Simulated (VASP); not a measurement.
## AlOsC6N6: single point with PBE

AlOsC6N6:

```
Al Os C N
1.0
     0.00000    5.24254    5.24254
     5.24254    0.00000    5.24254
     5.24254    5.24254    0.00000
Al Os C N
1 1 6 6
Direct
  0.00000 0.00000 0.00000
  0.50000 0.50000 0.50000
  0.80164 0.19836 0.19836
  0.19836 0.80164 0.19836
  0.19836 0.19836 0.80164
  0.19836 0.80164 0.80164
  0.80164 0.19836 0.80164
  0.80164 0.80164 0.19836
  0.69018 0.30982 0.30982
  0.30982 0.69018 0.30982
  0.30982 0.30982 0.69018
  0.30982 0.69018 0.69018
  0.69018 0.30982 0.69018
  0.69018 0.69018 0.30982
```

- Program: VASP 6.6.1
- Task: single point
- Functional: PBE
- Potentials or basis: VASP PAW PBE potentials, release 64 (Al, Os, C, N)
- Cutoff: 520 eV
- k mesh: 4 × 4 × 4
- Occupations: gaussian, width 0.1 eV
- Spin: collinear spin
- Starting moments: [0.0, 1.0, 0.0, 0.0, 0.0, 0.0, 0.0, 0.0, 0.0, 0.0, 0.0, 0.0, 0.0, 0.0] μB

```yaml
Pressure: 0.6 GPa
Largest_force: 0.338 eV/Å
Band_gap_on_the_k_mesh: zero (filled and empty bands overlap)
Net_moment: 1.00 μB per cell
Site_moments: Al -0.00; Os +0.71; C +0.03; N -0.01 μB
Valence_electrons_inside_the_program's_atomic_spheres: Al 0.69; Os 7.56; C 2.59; N 3.92
```

Forces in eV/Å, atoms in the order of the input:
```
Al   0.000  0.000  0.000
Os   0.000  0.000  0.000
C   -0.338  0.000  0.000
C    0.000 -0.338  0.000
C    0.000  0.000 -0.338
C    0.338  0.000  0.000
C    0.000  0.338  0.000
C    0.000  0.000  0.338
N    0.243  0.000  0.000
N    0.000  0.243  0.000
N    0.000  0.000  0.243
N   -0.243  0.000  0.000
N    0.000 -0.243  0.000
N    0.000  0.000 -0.243
```

Levels at points of the mesh, in eV from the Fermi level:
Spin up:
| k point | band 30 | band 31 | band 32 | band 33 | band 34 | band 35 | band 36 | band 37 |
| --- | --- | --- | --- | --- | --- | --- | --- | --- |
| (0.00, 0.00, 0.00) | -2.71 | -0.92 | -0.92 | -0.92 | 4.33 | 4.33 | 4.33 | 4.56 |
| (0.50, 0.00, 0.00) | -2.27 | -0.44 | -0.44 | -0.43 | 3.20 | 3.44 | 3.44 | 4.84 |
| (0.50, 0.50, 0.00) | -2.64 | -0.92 | -0.24 | -0.24 | 3.96 | 3.96 | 4.33 | 4.40 |
Spin down:
```tsv
k point	band 31	band 32	band 33	band 34	band 35	band 36
(0.00, 0.00, 0.00)	-0.53	-0.53	-0.53	4.48	4.48	4.48
(0.50, 0.00, 0.00)	-0.03	-0.03	-0.03	3.24	3.47	3.47
(0.50, 0.50, 0.00)	-0.54	0.18	0.18	3.98	3.98	4.46
```

It took 5.3 min on 1 thread of Intel(R) Xeon(R) Platinum 8488C (Sapphire Rapids), on a shared host, peak memory 0.67 GiB.

Caveat: spin-orbit coupling is left out, which moves the levels of the heavy elements.
